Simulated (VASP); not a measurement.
# Al8H in VASP: relaxation of the atoms with PBE

Aim: the relaxation of the atoms of Al8H with PBE.

All numbers are computed with VASP 6.6.1; they aren't measurements. Logs are shortened: lines on timing, memory, paths and dates and some standing lists are left out, and cuts for length are marked.

## 1. The cell of the first run

The cell holds a slab with vacuum, 9 atoms: a = 2.854 Å, b = 2.854 Å, c = 31.976 Å, α = 90.00°, β = 90.00°, γ = 120.00°.

## 2. Relaxation of the atoms, PBE

INCAR

```
SYSTEM = Al8H
ALGO     = Fast           ! electronic algorithm
DIPOL    = 0.5 0.5 0.413
EDIFF    = 1E-6           ! SCF threshold, eV
EDIFFG   = -0.025         ! ionic threshold
ENCUT    = 520            ! plane-wave cutoff, eV
GGA      = PE             ! functional
IBRION   = 2              ! ionic algorithm
IDIPOL   = 3            
ISIF     = 2              ! what is computed and relaxed
ISMEAR   = 0              ! smearing method
LASPH    = .True.         ! aspherical terms in the spheres
LCHARG   = .False.        ! write CHGCAR
LDIPOL   = .True.       
LREAL    = .False.        ! projectors in reciprocal space
LWAVE    = .False.        ! write WAVECAR
NELM     = 100            ! most SCF steps
NSW      = 50             ! ionic steps
PREC     = Accurate       ! precision mode
SIGMA    = 0.1            ! smearing width, eV
```

KPOINTS

```
k-points
0
Gamma
  9 9 1
  0 0 0
```

POSCAR

```
Al8H
1.0
    2.8543223330      0.0000000000      0.0000000000
   -1.4271611665      2.4719156510      0.0000000000
    0.0000000000      0.0000000000     31.9760593533
Al H
8 1
Selective dynamics
Direct
    0.3333333333      0.6666666667      0.1250935882  F F F
    0.0000000000      0.0000000000      0.1984546650  F F F
    0.6666666667      0.3333333333      0.2718157419  F F F
    0.0000000000      0.0000000000      0.3451768186  F F F
    0.3333333333      0.6666666667      0.4179469871  F F F
    0.0000000000      0.0000000000      0.4916851455  F F F
    0.6666666667      0.3333333333      0.5654358086  F F F
    0.0000000000      0.0000000000      0.6403559340  T T T
    0.1666666667      0.6666666667      0.6646481491  F F T
```

Potentials or basis: VASP PAW PBE potentials, release 64 (Al, H).

On the command line:

```sh
$ cat potpaw_PBE.64/Al/POTCAR potpaw_PBE.64/H/POTCAR > POTCAR
$ mpirun -np 1 vasp_std > vasp.out
```

OUTCAR:

```text
SYSTEM = Al8H
   EDIFF = 1E-6
   EDIFFG = -0.025
   ENCUT = 520
   GGA = PE
   IBRION = 2
   ISIF = 2
   ISMEAR = 0
   LASPH = .True.
   LREAL = .False.
   NELM = 100
   NSW = 50
   PREC = Accurate

 ion  position               nearest neighbor table
   1  0.333  0.667  0.125-   2 2.87   2 2.87   2 2.87
   2  0.000  0.000  0.198-   1 2.87   1 2.87   1 2.87   3 2.87   3 2.87   3 2.87
   3  0.667  0.333  0.272-   4 2.87   4 2.87   4 2.87   2 2.87   2 2.87   2 2.87
   4  0.000  0.000  0.345-   5 2.85   5 2.85   5 2.85   3 2.87   3 2.87   3 2.87
   5  0.333  0.667  0.418-   4 2.85   4 2.85   4 2.85   6 2.88   6 2.88   6 2.88
   6  0.000  0.000  0.492-   5 2.88   5 2.88   5 2.88   7 2.88   7 2.88   7 2.88
   7  0.667  0.333  0.565-   6 2.88   6 2.88   6 2.88   8 2.91   8 2.91   8 2.91
   8  0.000  0.000  0.640-   9 1.48   9 1.88   7 2.91   7 2.91   7 2.91
   9  0.167  0.667  0.665-   8 1.48   8 1.88

  LATTYP: Found a hexagonal cell.
 ALAT       =     2.8543223330
 C/A-ratio  =    11.2026798738

  Lattice vectors:

 A1 = (   2.8543223330,   0.0000000000,   0.0000000000)
 A2 = (  -1.4271611665,   2.4719156510,   0.0000000000)
 A3 = (   0.0000000000,   0.0000000000,  31.9760593533)

Analysis of symmetry for initial positions (statically):
=====================================================================
 Subroutine PRICEL returns:
 Original cell was already a primitive cell.

 Routine SETGRP: Setting up the symmetry group for a
 hexagonal supercell.

 Subroutine GETGRP returns: Found  1 space group operations
 (whereof  1 operations were pure point group operations)
 out of a pool of 24 trial point group operations.

The static configuration has the point symmetry C_1 .

Analysis of symmetry for dynamics (positions and initial velocities):
=====================================================================
 Subroutine PRICEL returns:
 Original cell was already a primitive cell.

 Routine SETGRP: Setting up the symmetry group for a
 hexagonal supercell.

 Subroutine GETGRP returns: Found  1 space group operations
 (whereof  1 operations were pure point group operations)
 out of a pool of 24 trial point group operations.

The dynamic configuration has the point symmetry C_1 .

Analysis of constrained symmetry for selective dynamics:
=====================================================================
 Subroutine PRICEL returns:
 Original cell was already a primitive cell.

 Routine SETGRP: Setting up the symmetry group for a
 hexagonal supercell.

 Subroutine GETGRP returns: Found  1 space group operations
 (whereof  1 operations were pure point group operations)
 out of a pool of 24 trial point group operations.

The constrained configuration has the point symmetry C_1 .

 Subroutine INISYM returns: Found  1 space group operations
 (whereof  1 operations are pure point group operations),
 and found     1 'primitive' translations

----------------------------------------------------------------------------------------

                                     Primitive cell

  volume of cell :     225.6117

  direct lattice vectors                    reciprocal lattice vectors
     2.854322333  0.000000000  0.000000000     0.350345856  0.202272274  0.000000000
    -1.427161166  2.471915651  0.000000000     0.000000000  0.404544548  0.000000000
     0.000000000  0.000000000 31.976059353     0.000000000  0.000000000  0.031273397

  length of vectors
     2.854322333  2.854322333 31.976059353     0.404544548  0.404544548  0.031273397

  position of ions in fractional coordinates (direct lattice)
     0.333333333  0.666666667  0.125093588
     0.000000000  0.000000000  0.198454665
     0.666666667  0.333333333  0.271815742
     0.000000000  0.000000000  0.345176819
     0.333333333  0.666666667  0.417946987
     0.000000000  0.000000000  0.491685145
     0.666666667  0.333333333  0.565435809
     0.000000000  0.000000000  0.640355934
     0.166666667  0.666666667  0.664648149

  ion indices of the primitive-cell ions
[... 74 lines left out ...]
   ISTART =      0    job   : 0-new  1-cont  2-samecut
   ICHARG =      2    charge: 1-file 2-atom 10-const
   ISPIN  =      1    spin polarized calculation?
   LNONCOLLINEAR =      F non collinear calculations
   LSORBIT =      F    spin-orbit coupling
   LASPH  =      T    aspherical Exc in radial PAW
   ENCUT  =  520.0 eV  38.22 Ry    6.18 a.u.   5.31  5.31 59.45*2*pi/ulx,y,z
   NELM   =    100;   NELMIN=  2; NELMDL= -5     # of ELM steps
   EDIFF  = 0.1E-05   stopping-criterion for ELM
   LREAL  =      F    real-space projection
   EDIFFG = -.3E-01   stopping-criterion for IOM
   NSW    =     50    number of steps for IOM
   IBRION =      2    ionic relax: 0-MD 1-quasi-New 2-CG
   NFREE  =      1    steps in history (QN), initial steepest desc. (CG)
   ISIF   =      2    stress and relaxation
   ISYM   =      2    0-nonsym 1-usesym 2-fastsym
   POTIM  = 0.5000    time-step for ionic-motion
   TEBEG  =    0.0;   TEEND  =   0.0 temperature during run
   PSTRESS=    0.0 pullay stress
   NELECT =      25.0000    total number of electrons
   NUPDOWN=      -1.0000    fix difference up-down
   EMIN   =  10.00;   EMAX   =-10.00  energy-range for DOS
   EFERMI =   0.00;   METHOD = LEGACY
   ISMEAR =     0;   SIGMA  =   0.10  broadening in eV -4-tet -1-fermi 0-gaus
   EFERMI_NEDOS =   21; number of points for ismear=-14 and -15
   IALGO  =     68    algorithm
   IMIX   =      4    mixing-type and parameters
     AMIX     =   0.40;   BMIX     =  1.00
     AMIX_MAG =   1.60;   BMIX_MAG =  1.00
  volume/ion in A,a.u.               =      25.07       169.17
  Fermi-wavevector in a.u.,A,eV,Ry     =   0.786323  1.485935  8.412534  0.618304
  Thomas-Fermi vector in A             =   1.890838
   LORBIT       =      0    0 simple, 1 ext, 2 COOP (PROOUT), +10 PAW based schemes
   GGA     = PE    functional components
   LHFCALC =     F    Hartree Fock is set to
   AEXX    =    0.0000 exact exchange contribution
   IVDW    =     0    specifies the selected vdW correction
   LEPSILON=     F    determine dielectric tensor
   LRPA    =     F    only Hartree local field effects (RPA)
 conjugate gradient relaxation of ions
 non-spin polarized calculation
 RMM-DIIS sequential band-by-band and
 Gauss-broadening in eV      SIGMA  =   0.10
  energy-cutoff  :      520.00
  volume of cell :      225.61
 maximum number of plane-waves:      6109
 NGX is ok and might be reduce to    24
   NGX = 11   NGY = 11   NGZ =119

--------------------------------------- Ionic step        1  -------------------------------------------

 number of electron      24.9999999 magnetization

 Free energy of the ion-electron system (eV)
  ---------------------------------------------------
  ext. energy  EPLUGINS =         0.00000000
  ---------------------------------------------------
  free energy    TOTEN  =       -31.74138004 eV

  energy without entropy =      -31.71744773  energy(sigma->0) =      -31.72941389

------------------------ aborting loop because EDIFF is reached ----------------------------------------

  FORCE on cell =-STRESS in cart. coord.  units (eV):
  Direction    XX          YY          ZZ          XY          YZ          ZX
  --------------------------------------------------------------------------------------
  -------------------------------------------------------------------------------------
  Total        0.4913092      0.1734636      1.9796868     -1.3921186     -1.1217313      1.3317260
  in kB        3.4890231      1.2318483     14.0587099     -9.8861051     -7.9659545      9.4572280
  external PRESSURE =       6.2598604 kB  Pullay stress =       0.0000000 kB
[... 110 lines left out ...]
  FREE ENERGIE OF THE ION-ELECTRON SYSTEM (eV)
  ---------------------------------------------------
  free  energy   TOTEN  =       -32.1669074179 eV

  energy  without entropy=      -32.1371319018  energy(sigma->0) =      -32.15201966

 dipolmoment           0.000000      0.000000      0.006713 electrons x Angstroem

[... ionic steps 4 to 9 ...]

--------------------------------------- Ionic step       10  -------------------------------------------

 number of electron      24.9999999 magnetization

------------------------ aborting loop because EDIFF is reached ----------------------------------------

 vacuum level on the upper side and lower side of the slab       (xc-potential included)        -0.097         0.080

  FORCE on cell =-STRESS in cart. coord.  units (eV):
  Direction    XX          YY          ZZ          XY          YZ          ZX
  --------------------------------------------------------------------------------------
  -------------------------------------------------------------------------------------
  Total       -1.2040580     -1.7031469      1.0697846     -0.0224198     -0.2288388      0.2117796
  in kB       -8.5505963    -12.0948667      7.5970562     -0.1592136     -1.6250942      1.5039491
  external PRESSURE =      -4.3494689 kB  Pullay stress =       0.0000000 kB
[... 73 lines left out ...]
--------------------------------------- Ionic step       12  -------------------------------------------

 number of electron      25.0000001 magnetization

 dipolmoment           0.000000      0.000000     -0.004891 electrons x Angstroem

 Free energy of the ion-electron system (eV)
  ---------------------------------------------------
  ext. energy  EPLUGINS =         0.00000000
  ---------------------------------------------------
  free energy    TOTEN  =       -32.17561655 eV

  energy without entropy =      -32.14807554  energy(sigma->0) =      -32.16184605

 E-fermi :   3.1439     XC(G=0):  -6.6359

 val. band max:        3.1433063166   @ k =  -0.3333  -0.4444   0.0000
 cond. band min:       3.1459104420   @ k =   0.1111   0.3333   0.0000
 fundamental gap:      0.0026041254
 Fermi energy:         3.1439125474

 k-point     1 :       0.0000    0.0000    0.0000
  band No.  band energies     occupation
      1      -8.0042      2.00000
      2      -7.8000      2.00000
      3      -7.3825      2.00000
      4      -6.7819      2.00000
      5      -6.0078      2.00000
      6      -5.0641      2.00000
[... 457 lines left out ...]
      4      -3.0503      2.00000
      5      -2.3168      2.00000
      6      -1.4299      2.00000
[... 9 lines left out ...]
     16       4.2012      0.00000
     17       4.8504      0.00000

 [... further k-points ...]

------------------------ aborting loop because EDIFF is reached ----------------------------------------

 vacuum level on the upper side and lower side of the slab       (xc-potential included)        -0.257        -0.166

  FORCE on cell =-STRESS in cart. coord.  units (eV):
  Direction    XX          YY          ZZ          XY          YZ          ZX
  --------------------------------------------------------------------------------------
  -------------------------------------------------------------------------------------
  Total       -1.2631027     -1.8027448      0.9775694      0.0159976     -0.2184417      0.1827552
  in kB       -8.9699007    -12.8021594      6.9421910      0.1136065     -1.5512595      1.2978330
  external PRESSURE =      -4.9432897 kB  Pullay stress =       0.0000000 kB
[... 24 lines left out ...]
  FREE ENERGIE OF THE ION-ELECTRON SYSTEM (eV)
  ---------------------------------------------------
  free  energy   TOTEN  =       -32.1756165535 eV

  energy  without entropy=      -32.1480755445  energy(sigma->0) =      -32.16184605

 reached required accuracy - stopping structural energy minimisation

 vacuum level on the upper side and lower side of the slab         6.962         7.050
```

Run time: 46 min. Hardware: 1 thread of Oxide Virtual Turin-like, shared host; peak memory 0.42 GiB.

Results:

```
Free energy               : -32.1756 eV
Energy gained by relaxing : 48.2 meV/atom
Ionic steps               : 12
```

The path:
```tsv
step	energy change (eV)	largest force on free atoms (eV/Å)	pressure (GPa)
1	0.0000	3.2276	0.63
2	-0.3995	0.5908	-0.10
3	-0.4255	0.2362	-0.27
4	-0.4270	0.1200	-0.25
5	-0.4269	0.0994	-0.24
6	-0.4278	0.0997	-0.26
7	-0.4299	0.0994	-0.30
8	-0.4324	0.0990	-0.38
9	-0.4314	0.1850	-0.52
10	-0.4329	0.1097	-0.43
11	-0.4341	0.0339	-0.47
12	-0.4342	0.0072	-0.49
```

Final structure:
```
Al H
1.0
     2.85432    0.00000    0.00000
    -1.42716    2.47192    0.00000
     0.00000    0.00000   31.97606
Al H
8 1
Direct
  0.33333 0.66667 0.12509
  0.00000 0.00000 0.19845
  0.66667 0.33333 0.27182
  0.00000 0.00000 0.34518
  0.33333 0.66667 0.41795
  0.00000 0.00000 0.49169
  0.66667 0.33333 0.56544
  0.97301 0.04441 0.63781
  0.16667 0.66667 0.67175
```

Levels at points of the mesh, in eV from the Fermi level:
```csv
k point,band 9,band 10,band 11,band 12,band 13,band 14,band 15,band 16
"(0.00, 0.00, 0.00)",-4.43,-2.84,-1.17,0.55,2.17,3.36,3.82,4.85
```

Caveat: the highest band is partly filled, so the run has too few bands.
